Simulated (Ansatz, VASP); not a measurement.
**One calculation of TeO, two programs**

```xyz
4
Lattice="3.5440 0.0000 0.0000 0.0000 3.5440 0.0000 0.0000 0.0000 6.8589" Properties=species:S:1:pos:R:3 pbc="T T T"
Te    0.0000    0.0000    6.9042
Te    1.7720    1.7720    2.7854
O     1.7720    0.0000    3.6891
O     0.0000    1.7720    3.6891
```

Alike in both runs: functional PBE; k mesh 5 × 5 × 3; occupations gaussian, width 0.2 eV; no spin polarisation.

Ansatz relaxed the structure, and its values are those at the end. VASP's run is a single point on that final structure, the one shown.

```csv
,VASP,Ansatz
version,VASP 6.6.1,Ansatz 0.2.0
potentials or method,"VASP PAW PBE potentials, release 64 (Te, O), cutoff 600 eV","scalar-relativistic, plane waves, PAW"
valence electrons in the cell,24,44
```

Ansatz gave:

- gap on the k mesh at the Fermi level (eV): none
- pressure (GPa): 0.2
- rms of the force components (eV/Å): 0.018

Question: Which values does VASP return?

Answer: gap on the k mesh at the Fermi level (eV): none; pressure (GPa): 0.0; rms of the force components (eV/Å): 0.019.

A gap of «none» marks a metal or a gap that the smearing closes. With one functional, cell and mesh, what is left measures potentials, basis and numerics. VASP's potentials hold 24 valence electrons a cell and Ansatz's 44, so a difference there can come from the potentials and not from the codes.

Spin-orbit coupling is off throughout.
